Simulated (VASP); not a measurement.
Wanted: the native input for a VASP 6.6.1 run.

| Quantity | Value |
| --- | --- |
| Task | single point |
| Functional | PBE |
| Dispersion | D3(BJ) |
| Potentials or basis | VASP PAW PBE potentials, release 64 (Sn_d, O) |
| Cutoff | 520 eV |
| k mesh | 6 × 6 × 1 |
| Occupations | gaussian, width 0.02 eV |
| Spin | no spin polarisation |
| Dipole correction | yes |
| Further INCAR settings | ALGO = Normal; EDIFF = 1e-06; NBANDS = 28 |

The structure of SnO lies in POSCAR:

```
SnO
1.0
    3.9733815012     -0.0000150449      0.0000000000
    0.0000150449      3.9733815012      0.0000000000
    0.0000000000      0.0000000000     30.6349243850
Sn O
2 2
Direct
    0.7500000000      0.2500000000      0.4631054790
    0.2500000000      0.7500000000      0.5368945210
    0.2500000000      0.2500000000      0.5000000000
    0.7500000000      0.7500000000      0.5000000000
```

This cell differs from its parent crystal: biaxial strain +0.040, then relaxed in part.

These files were run (other wordings do the same):

INCAR

```
PREC = Accurate ; ENCUT = 520
EDIFF = 1E-6 ; ISMEAR = 0
SIGMA = 0.02 ; LREAL = F
LASPH = T ; NELM = 100
ALGO = Normal ; ISIF = 2
LWAVE = F ; LCHARG = F
LDIPOL = T ; IDIPOL = 3
DIPOL = 0.5 0.5 0.500 ; GGA = PE
IVDW = 12 ; NBANDS = 28
```

KPOINTS

```
regular mesh
0
Gamma
  6 6 1
```

Potentials or basis: VASP PAW PBE potentials, release 64 (Sn_d, O).

Run with:

```sh
$ cat potpaw_PBE.64/Sn_d/POTCAR potpaw_PBE.64/O/POTCAR > POTCAR
$ mpirun -np 1 vasp_std > vasp.out
```

It gave:

| Item | Value |
| --- | --- |
| Largest force | 0.072 eV/Å |
| Band gap on the k mesh | 2.50 eV (least direct gap 2.51 eV) |
| Dispersion energy per atom | -0.127 eV |

Caveat: the cell differs from its parent crystal (biaxial strain +0.040, then relaxed in part); spin-orbit coupling is left out, which moves the levels of the heavy elements.

It took 7.3 min on 1 thread of Intel Xeon 8259CL (shared host), peak memory 0.54 GiB.
